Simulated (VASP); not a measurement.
# Ag: single point with r2SCAN

The system is Ag.

```
Ag
1.0
     2.92418    0.00000    0.00000
    -1.46209    2.53241    0.00000
     0.00000    0.00000   10.13159
Ag
4
Direct
  0.00000 0.00000 0.50000
  0.00000 0.00000 0.00000
  0.66667 0.33333 0.75000
  0.33333 0.66667 0.25000
```

This isn't the form of Ag at room conditions, which is fcc.

```yaml
Program: VASP 6.6.1
Task: single point
Functional: r2SCAN
Potentials_or_basis: VASP PAW PBE potentials, release 64 (Ag)
Cutoff: 520 eV
k_mesh: 11 × 11 × 3
Occupations: fermi-dirac, width 0.05 eV
Spin: no spin polarisation
Dipole_correction: no
Further_INCAR_settings: ALGO = Normal; EDIFF = 1e-06; NBANDS = 30
```

```
Pressure               : -6.3 GPa
Band gap on the k mesh : zero (bands 22 and 23 overlap by 6.19 eV)
```

Stress tensor (GPa, compression positive):
```
-5.34  0.00  0.00
 0.00 -5.34  0.00
 0.00  0.00 -8.08
```

Levels at points of the mesh, in eV from the Fermi level:
| k point | band 19 | band 20 | band 21 | band 22 | band 23 | band 24 | band 25 | band 26 | band 27 | band 28 |
| --- | --- | --- | --- | --- | --- | --- | --- | --- | --- | --- |
| (0.00, 0.00, 0.00) | -3.80 | -3.70 | -3.70 | -3.40 | -3.40 | -0.52 | 2.35 | 9.51 | 9.52 | 16.01 |

Run time: 2.6 min on 1 thread of Intel(R) Xeon(R) Platinum 8488C (Sapphire Rapids) (shared host), peak memory 0.23 GiB.

Caveat: the cell stands under tension; the PAW data sets were made with another functional, which shifts forces and pressure a little.
